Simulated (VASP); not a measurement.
Crystal: Te.

```
CELL_PARAMETERS angstrom
4.45400 0.00000 0.00000
-2.22700 3.85728 0.00000
0.00000 0.00000 5.92400
ATOMIC_POSITIONS crystal
Te 0.26900 0.00000 0.33333
Te 0.00000 0.26900 0.66667
Te 0.73100 0.73100 0.00000
```

- Program: VASP 6.6.1
- Task: relaxation of cell and atoms
- Functional: PBE
- Potentials or basis: VASP PAW PBE potentials, release 64 (Te)
- Cutoff: 600 eV
- k mesh: 10 × 10 × 7
- Occupations: fermi-dirac, width 0.05 eV
- Spin: no spin polarisation

At the start: pressure 1.4 GPa; volume 33.93 Å³/atom.

Task: How do energy, volume and symmetry change on relaxing?

Result: Over 8 steps the energy falls by 4.6 meV/atom and the volume is 34.94 Å³/atom (+3.0 %); space group P3_121 (No. 152, to 0.05 Å).

Step by step:
```
step  energy change (eV)  largest force (eV/Å)  pressure (GPa)  volume (Å³)
   1              0.0000                0.1624            1.45       101.78
   2             -0.0075                0.1029           -0.84       106.35
   3             -0.0132                0.0029            0.02       104.49
   4             -0.0132                0.0061            0.00       104.54
   5             -0.0134                0.0076           -0.01       104.61
   6             -0.0137                0.0126           -0.01       104.83
   7             -0.0137                0.0137           -0.01       104.89
   8             -0.0137                0.0049            0.01       104.83
```

Final structure:
```
CELL_PARAMETERS angstrom
4.50877 0.00000 0.00000
-2.25439 3.90471 0.00000
0.00000 0.00000 5.95467
ATOMIC_POSITIONS crystal
Te 0.26971 0.00000 0.33333
Te 0.00000 0.26971 0.66667
Te 0.73029 0.73029 0.00000
```
